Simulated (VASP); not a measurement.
A run of VASP 6.6.1:

The input INCAR:

```
  PREC = Accurate
  ENCUT = 600
  EDIFF = 1E-6
  ISMEAR = 0
  SIGMA = 0.1
  LREAL = False
  LASPH = True
  NELM = 120
  ALGO = Normal
  ISIF = 2
  LWAVE = False
  LCHARG = False
  GGA = PE
  NBANDS = 40
  GGA_COMPAT = False
```

The input KPOINTS:

```
regular mesh
0
Gamma
  3 3 6
```

POSCAR

```
Ta2N
1.0
    6.6535568897      0.0000000000      0.0000000000
   -3.3267784448      5.7621492920      0.0000000000
    0.0000000000      0.0000000000      2.8248599739
Ta N
4 2
Direct
    0.5000000000      0.0000000000      0.5000000000
    0.0000000000      0.5000000000      0.5000000000
    0.5000000000      0.5000000000      0.5000000000
    0.0000000000      0.0000000000      0.0000000000
    0.3333333333      0.6666666667      0.5000000000
    0.6666666667      0.3333333333      0.5000000000
```

Potentials or basis: VASP PAW PBE potentials, release 64 (Ta_sv_GW, N).

Command:

```sh
$ cat potpaw_PBE.64/Ta_sv_GW/POTCAR potpaw_PBE.64/N/POTCAR > POTCAR
$ mpirun -np 1 vasp_std > vasp.out
```

Hardware: 1 thread of Intel(R) Xeon(R) Platinum 8488C (Sapphire Rapids) (shared host).

How long does it take, and how much memory?

It took 72 s on 1 thread of Intel(R) Xeon(R) Platinum 8488C (Sapphire Rapids), on a shared host, peak memory 0.27 GiB. Counts: scf iterations 15, k points 12.
